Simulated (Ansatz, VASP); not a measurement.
Two plane-wave programs on TiCo3

Contents of INCAR:

```
SYSTEM = TiCo3
PREC = Accurate ; ENCUT = 520
EDIFF = 1E-6 ; ISMEAR = -1
SIGMA = 0.05 ; LREAL = .False.
LASPH = .True. ; NELM = 150
ALGO = Normal ; ISIF = 2
LWAVE = .False. ; LCHARG = .True.
ISPIN = 2 ; MAGMOM = 0 2 2 2
LORBIT = 11 ; LMAXMIX = 4
LELF = .True. ; LVHAR = .True.
NBANDS = 32
```

File KPOINTS:

```
regular mesh
0
Gamma
  8 8 8
  0 0 0
```

POSCAR

```
TiCo3
1.0
    3.5710000000      0.0000000000      0.0000000000
    0.0000000000      3.5710000000      0.0000000000
    0.0000000000      0.0000000000      3.5710000000
Ti Co
1 3
Direct
    0.0000000000      0.0000000000      0.0000000000
    0.0000000000      0.5000000000      0.5000000000
    0.5000000000      0.0000000000      0.5000000000
    0.5000000000      0.5000000000      0.0000000000
```

Input for Ansatz:

```yaml
crystal:
  lattice:
    - [3.571, 0.0, 0.0]
    - [0.0, 3.571, 0.0]
    - [0.0, 0.0, 3.571]
  atoms:
    - { symbol: Ti, position: [0.0, 0.0, 0.0] }
    - { symbol: Co, position: [0.0, 0.5, 0.5], spin: 2.0 }
    - { symbol: Co, position: [0.5, 0.0, 0.5], spin: 2.0 }
    - { symbol: Co, position: [0.5, 0.5, 0.0], spin: 2.0 }
magnetization:
  spin_polarized: true
kpoints:
  mp_grid: { grid: [8, 8, 8] }
scf:
  occupations: { method: fermi_dirac, width: 0.05 }
  lower_state_search: "off"
hamiltonian:
  xc: lda
  pseudopotentials: { kind: paw }
output:
  forces: true
  stress: true
  eigenvalues: true
  write_density: true
  write_potential: true
  elf: true
  volumetric_format: npy
```

Alike in both runs: task single point; functional LDA; k mesh 8 × 8 × 8; occupations fermi-dirac, width 0.05 eV; collinear spin.

```csv
,VASP,Ansatz
version,VASP 6.6.1,Ansatz 0.2.0
potentials or method,"VASP PAW LDA potentials, release 64 (Ti_sv, Co)","PAW with Ansatz's default frozen-core files, scalar-relativistic"
plane-wave cutoff (eV),520,420
valence electrons in the cell,39,63
```

```tsv
	VASP	Ansatz	Ansatz less VASP
pressure (GPa)	-15.7	-15.3	+0.38
net moment per atom (μB)	0.09	0.16	+0.071
size of the moment on the site where the two differ most (μB)	0.14	0.25	+0.115
```

LDA's correlation is that of Perdew and Zunger in VASP and of Perdew and Wang (1992) in Ansatz. Site moments also hang on the region over which each program counts them. VASP's potentials hold 39 valence electrons a cell and Ansatz's 63, so a difference there can come from the potentials and not from the codes.
